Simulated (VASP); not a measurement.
# HfO2 (Fm-3m) in VASP: further runs

The runs below take HfO2 through single point, relaxation of cell and atoms, with PBE+D3(BJ).

Program: VASP 6.6.1. These are calculated values, not measurements. Logs are shortened: lines on timing, memory, paths and dates and some standing lists are left out, and cuts for length are marked.

**1. The cell of the first run**

It takes space group Fm-3m (No. 225, cubic). The conventional cell has a = 5.073 Å, b = 5.073 Å, c = 5.073 Å, α = 90.00°, β = 90.00°, γ = 90.00°. Hf (site symmetry m-3m) has 8 O at 2.20 Å within 2.9 Å. O (site symmetry -43m) has 4 Hf at 2.20 Å and 6 O at 2.54 Å within 2.9 Å.

**2. Single point, PBE+D3(BJ)**

The input, INCAR:

```
PREC = Accurate
ENCUT = 520
EDIFF = 1E-7
ISMEAR = 0
SIGMA = 0.02
LREAL = False
LASPH = True
NELM = 60
ALGO = Normal
ISIF = 2
LWAVE = False
LCHARG = False
GGA = PE
IVDW = 12
NBANDS = 18
```

The input, KPOINTS:

```
regular mesh
0
Gamma
  8 8 8
```

The input, POSCAR:

```
HfO2
1.0
    0.0000000000      2.5364126889      2.5364126889
    2.5364126889      0.0000000000      2.5364126889
    2.5364126889      2.5364126889      0.0000000000
Hf O
1 2
Direct
    0.0000000000      0.0000000000      0.0000000000
    0.2500000000      0.2500000000      0.2500000000
    0.7500000000      0.7500000000      0.7500000000
```

Potentials or basis: VASP PAW PBE potentials, release 64 (Hf_pv, O).

Command:

```sh
$ cat potpaw_PBE.64/Hf_pv/POTCAR potpaw_PBE.64/O/POTCAR > POTCAR
$ mpirun -np 1 vasp_std > vasp.out
```

OUTCAR:

```text
PREC = Accurate
   ENCUT = 520
   EDIFF = 1E-7
   ISMEAR = 0
   LREAL = False
   LASPH = True
   NELM = 60
   ISIF = 2
   GGA = PE
   IVDW = 12
 IVDW          = 12

 ion  position               nearest neighbor table
   1  0.000  0.000  0.000-   3 2.20   3 2.20   3 2.20   2 2.20   3 2.20   2 2.20   2 2.20   2 2.20

   2  0.250  0.250  0.250-   1 2.20   1 2.20   1 2.20   1 2.20
   3  0.750  0.750  0.750-   1 2.20   1 2.20   1 2.20   1 2.20

  LATTYP: Found a face centered cubic cell.
 ALAT       =     5.0728253778

  Lattice vectors:

 A1 = (   0.0000000000,   2.5364126889,   2.5364126889)
 A2 = (   2.5364126889,   0.0000000000,   2.5364126889)
 A3 = (   2.5364126889,   2.5364126889,   0.0000000000)

Analysis of symmetry for initial positions (statically):
=====================================================================
 Subroutine PRICEL returns:
 Original cell was already a primitive cell.

 Routine SETGRP: Setting up the symmetry group for a
 face centered cubic supercell.

 Subroutine GETGRP returns: Found 48 space group operations
 (whereof 48 operations were pure point group operations)
 out of a pool of 48 trial point group operations.

The static configuration has the point symmetry O_h .

Analysis of symmetry for dynamics (positions and initial velocities):
=====================================================================
 Subroutine PRICEL returns:
 Original cell was already a primitive cell.

 Routine SETGRP: Setting up the symmetry group for a
 face centered cubic supercell.

 Subroutine GETGRP returns: Found 48 space group operations
 (whereof 48 operations were pure point group operations)
 out of a pool of 48 trial point group operations.

The dynamic configuration has the point symmetry O_h .

 Subroutine INISYM returns: Found 48 space group operations
 (whereof 48 operations are pure point group operations),
 and found     1 'primitive' translations

----------------------------------------------------------------------------------------

                                     Primitive cell

  volume of cell :      32.6355

  direct lattice vectors                    reciprocal lattice vectors
     0.000000000  2.536412689  2.536412689    -0.197128804  0.197128804  0.197128804
     2.536412689  0.000000000  2.536412689     0.197128804 -0.197128804  0.197128804
     2.536412689  2.536412689  0.000000000     0.197128804  0.197128804 -0.197128804

  length of vectors
     3.587029224  3.587029224  3.587029224     0.341437104  0.341437104  0.341437104

  position of ions in fractional coordinates (direct lattice)
     0.000000000  0.000000000  0.000000000
     0.250000000  0.250000000  0.250000000
     0.750000000  0.750000000  0.750000000

  ion indices of the primitive-cell ions
   primitive index   ion index
                 1           1
                 2           2
                 3           3

----------------------------------------------------------------------------------------

 KPOINTS: regular mesh

Automatic generation of k-mesh.
 Grid dimensions read from file:
 generate k-points for:    8    8    8

 Generating k-lattice:

  Cartesian coordinates                     Fractional coordinates (reciprocal lattice)
    -0.024641101  0.024641101  0.024641101     0.125000000  0.000000000  0.000000000
     0.024641101 -0.024641101  0.024641101     0.000000000  0.125000000  0.000000000
     0.024641101  0.024641101 -0.024641101     0.000000000  0.000000000  0.125000000

  Length of vectors
     0.042679638  0.042679638  0.042679638

  Shift w.r.t. Gamma in fractional coordinates (k-lattice)
     0.000000000  0.000000000  0.000000000

 Subroutine IBZKPT returns following result:
 ===========================================

 Found     29 irreducible k-points:

 Following reciprocal coordinates:
            Coordinates               Weight
  0.000000  0.000000  0.000000      1.000000
  0.125000  0.000000  0.000000      8.000000
  0.250000  0.000000  0.000000      8.000000
  0.375000  0.000000  0.000000      8.000000
  0.500000  0.000000  0.000000      4.000000
  0.125000  0.125000  0.000000      6.000000
[... 16 lines left out ...]
  0.500000  0.250000  0.125000     48.000000
 -0.375000  0.250000  0.125000     24.000000
 [... further k-points ...]
   k-points           NKPTS =     29   k-points in BZ     NKDIM =     29   number of bands    NBANDS=     18
   number of dos      NEDOS =    301   number of ions     NIONS =      3
   total plane-waves  NPLWV =  21952
   dimension x,y,z NGX =    28 NGY =   28 NGZ =   28
   dimension x,y,z NGXF=    56 NGYF=   56 NGZF=   56
   ions per type =               1   2
   NGX,Y,Z   is equivalent  to a cutoff of  12.98, 12.98, 12.98 a.u.
   NGXF,Y,Z  is equivalent  to a cutoff of  25.95, 25.95, 25.95 a.u.
 SYSTEM =  unknown system
   PREC   = accura    normal or accurate (medium, high low for compatibility)
   ISTART =      0    job   : 0-new  1-cont  2-samecut
   ICHARG =      2    charge: 1-file 2-atom 10-const
   ISPIN  =      1    spin polarized calculation?
   LNONCOLLINEAR =      F non collinear calculations
   LSORBIT =      F    spin-orbit coupling
   LASPH  =      T    aspherical Exc in radial PAW
   ENCUT  =  520.0 eV  38.22 Ry    6.18 a.u.   6.67  6.67  6.67*2*pi/ulx,y,z
   NELM   =     60;   NELMIN=  2; NELMDL= -5     # of ELM steps
   EDIFF  = 0.1E-06   stopping-criterion for ELM
   LREAL  =      F    real-space projection
   EDIFFG = 0.1E-05   stopping-criterion for IOM
   NSW    =      0    number of steps for IOM
   IBRION =     -1    ionic relax: 0-MD 1-quasi-New 2-CG
   NFREE  =      0    steps in history (QN), initial steepest desc. (CG)
   ISIF   =      2    stress and relaxation
   ISYM   =      2    0-nonsym 1-usesym 2-fastsym
   POTIM  = 0.5000    time-step for ionic-motion
   TEBEG  =    0.0;   TEEND  =   0.0 temperature during run
   PSTRESS=    0.0 pullay stress
   NELECT =      22.0000    total number of electrons
   NUPDOWN=      -1.0000    fix difference up-down
   EMIN   =  10.00;   EMAX   =-10.00  energy-range for DOS
   EFERMI =   0.00;   METHOD = LEGACY
   ISMEAR =     0;   SIGMA  =   0.02  broadening in eV -4-tet -1-fermi 0-gaus
   EFERMI_NEDOS =   21; number of points for ismear=-14 and -15
   IALGO  =     38    algorithm
   IMIX   =      4    mixing-type and parameters
     AMIX     =   0.40;   BMIX     =  1.00
     AMIX_MAG =   1.60;   BMIX_MAG =  1.00
  volume/ion in A,a.u.               =      10.88        73.41
  Fermi-wavevector in a.u.,A,eV,Ry     =   1.435443  2.712593 28.034740  2.060495
  Thomas-Fermi vector in A             =   2.554741
   LORBIT       =      0    0 simple, 1 ext, 2 COOP (PROOUT), +10 PAW based schemes
   GGA     = PE    functional components
   LHFCALC =     F    Hartree Fock is set to
   AEXX    =    0.0000 exact exchange contribution
   IVDW    =    12    specifies the selected vdW correction
   LEPSILON=     F    determine dielectric tensor
   LRPA    =     F    only Hartree local field effects (RPA)
 non-spin polarized calculation
 Gauss-broadening in eV      SIGMA  =   0.02
  energy-cutoff  :      520.00
  volume of cell :       32.64
 maximum number of plane-waves:       893
   NGX = 13   NGY = 13   NGZ = 13

 number of electron      21.9999991 magnetization

 Free energy of the ion-electron system (eV)
  ---------------------------------------------------
  ext. energy  EPLUGINS =         0.00000000
  ---------------------------------------------------
  free energy    TOTEN  =       -30.24827948 eV

  energy without entropy =      -30.24827948  energy(sigma->0) =      -30.24827948

 E-fermi :   4.4323     XC(G=0): -11.8295

 val. band max:        4.2648929830   @ k =   0.5000   0.5000   0.0000
 cond. band min:       8.0620345964   @ k =   0.5000   0.5000   0.0000
 fundamental gap:      3.7971416134
 Fermi energy:         4.4323029810

 k-point     1 :       0.0000    0.0000    0.0000
  band No.  band energies     occupation
      1     -25.4299      2.00000
      2     -25.4299      2.00000
      3     -25.4299      2.00000
      4     -14.4571      2.00000
      5     -11.4322      2.00000
      6      -1.0672      2.00000
[... 10 lines left out ...]
     17      14.6660      0.00000
     18      17.7460      0.00000

 k-point     2 :       0.1250    0.0000    0.0000
  band No.  band energies     occupation
      1     -25.4968      2.00000
      2     -25.4371      2.00000
      3     -25.4371      2.00000
      4     -14.2497      2.00000
      5     -11.6012      2.00000
      6      -0.9171      2.00000
[... 10 lines left out ...]
     17      14.4021      0.00000
     18      17.7156      0.00000

 k-point     3 :       0.2500    0.0000    0.0000
  band No.  band energies     occupation
      1     -25.6521      2.00000
      2     -25.4547      2.00000
      3     -25.4547      2.00000
      4     -13.7586      2.00000
      5     -11.9423      2.00000
      6      -0.5457      2.00000
[... 10 lines left out ...]
     17      13.9273      0.00000
     18      16.9150      0.00000

 k-point     4 :       0.3750    0.0000    0.0000
  band No.  band energies     occupation
      1     -25.7994      2.00000
      2     -25.4721      2.00000
      3     -25.4721      2.00000
      4     -13.3374      2.00000
      5     -12.1383      2.00000
      6      -0.1758      2.00000
[... 375 lines left out ...]
      4     -13.3374      2.00000
      5     -12.1971      2.00000
      6      -0.5470      2.00000
[... 10 lines left out ...]
     17      14.1120      0.00000
     18      17.4564      0.00000

 k-point    23 :       0.5000    0.2500    0.1250
  band No.  band energies     occupation
      1     -25.7715      2.00000
      2     -25.5803      2.00000
      3     -25.4968      2.00000
      4     -12.9543      2.00000
      5     -12.3498      2.00000
      6      -0.5501      2.00000
[... 10 lines left out ...]
     17      15.0302      0.00000
     18      17.3101      0.00000

 k-point    24 :      -0.3750    0.2500    0.1250
  band No.  band energies     occupation
      1     -25.7998      2.00000
      2     -25.6022      2.00000
      3     -25.5066      2.00000
      4     -12.8702      2.00000
      5     -12.3221      2.00000
      6      -0.5534      2.00000
[... 10 lines left out ...]
     17      15.2445      0.00000
     18      17.3043      0.00000

 [... further k-points ...]

------------------------ aborting loop because EDIFF is reached ----------------------------------------

 Edisp (eV)   -0.71737

 E8    (eV) :    -0.3133

  FORCE on cell =-STRESS in cart. coord.  units (eV):
  Direction    XX          YY          ZZ          XY          YZ          ZX
  --------------------------------------------------------------------------------------
  -------------------------------------------------------------------------------------
  Total      -0.76816    -0.76816    -0.76816     0.00000     0.00000     0.00000
  in kB     -37.71162   -37.71162   -37.71162     0.00000     0.00000     0.00000
  external pressure =      -37.71 kB  Pullay stress =        0.00 kB

 VOLUME and BASIS-vectors are now :
 -----------------------------------------------------------------------------
  energy-cutoff  :      520.00
  volume of cell :       32.64
      direct lattice vectors                 reciprocal lattice vectors
     0.000000000  2.536412689  2.536412689    -0.197128804  0.197128804  0.197128804
     2.536412689  0.000000000  2.536412689     0.197128804 -0.197128804  0.197128804
     2.536412689  2.536412689  0.000000000     0.197128804  0.197128804 -0.197128804

 POSITION                                       TOTAL-FORCE (eV/Angst)
 -----------------------------------------------------------------------------------
      0.00000      0.00000      0.00000        -0.000000      0.000000      0.000000
      1.26821      1.26821      1.26821         0.000000      0.000000      0.000000
      3.80462      3.80462      3.80462        -0.000000     -0.000000     -0.000000
 -----------------------------------------------------------------------------------
    total drift:                                0.000000      0.000000      0.000000

  FREE ENERGIE OF THE ION-ELECTRON SYSTEM (eV)
  ---------------------------------------------------
  free  energy   TOTEN  =       -30.9656465867 eV

  energy  without entropy=      -30.9656465867  energy(sigma->0) =      -30.96564659
```

Wall time 9.9 s (1 thread of Intel Xeon 6975P-C (Granite Rapids), shared host); peak memory 0.17 GiB.

Results:

```
Free energy                : -30.9656 eV
Pressure                   : -3.8 GPa
Band gap on the k mesh     : 3.80 eV, direct
Dispersion energy per atom : -0.239 eV
```

Caveat: spin-orbit coupling is left out, which moves the levels of the heavy elements.

[end of part 1 of 2]
